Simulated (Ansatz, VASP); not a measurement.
One calculation of HfO2, two programs

```
Hf O
1.0
     5.22780    0.00000    0.00000
     0.00000    5.01726    0.00000
     0.00000    0.00000    5.04143
Hf O
4 8
Direct
  0.96707 0.73242 0.75264
  0.03293 0.26758 0.25263
  0.46707 0.26758 0.75264
  0.53293 0.73242 0.25263
  0.63199 0.92826 0.89023
  0.36801 0.07174 0.39022
  0.13199 0.07174 0.89023
  0.86801 0.92826 0.39022
  0.76597 0.45967 0.00114
  0.23403 0.54033 0.50114
  0.26597 0.54033 0.00114
  0.73403 0.45967 0.50114
```

Alike in both runs: task single point; functional PBEsol; k mesh 4 × 4 × 4; no spin polarisation.

|  | VASP | Ansatz |
| --- | --- | --- |
| version | VASP 6.6.1 | Ansatz 0.2.0 |
| potentials or method | VASP PAW PBE potentials, release 64 (Hf_pv, O), cutoff 520 eV | scalar-relativistic, plane waves, PAW |
| occupations | gaussian, width 0.01 eV | fixed |
| valence electrons in the cell | 88 | 152 |

```csv
,VASP,Ansatz,Ansatz less VASP
gap on the k mesh at the Fermi level (eV),4.34,4.38,+0.040
least direct gap on the mesh (eV),4.54,4.57,+0.032
```

VASP's potentials were made for PBE, not for PBEsol. VASP's potentials hold 88 valence electrons a cell and Ansatz's 152, so a difference there can come from the potentials and not from the codes.

Spin-orbit coupling is off throughout.
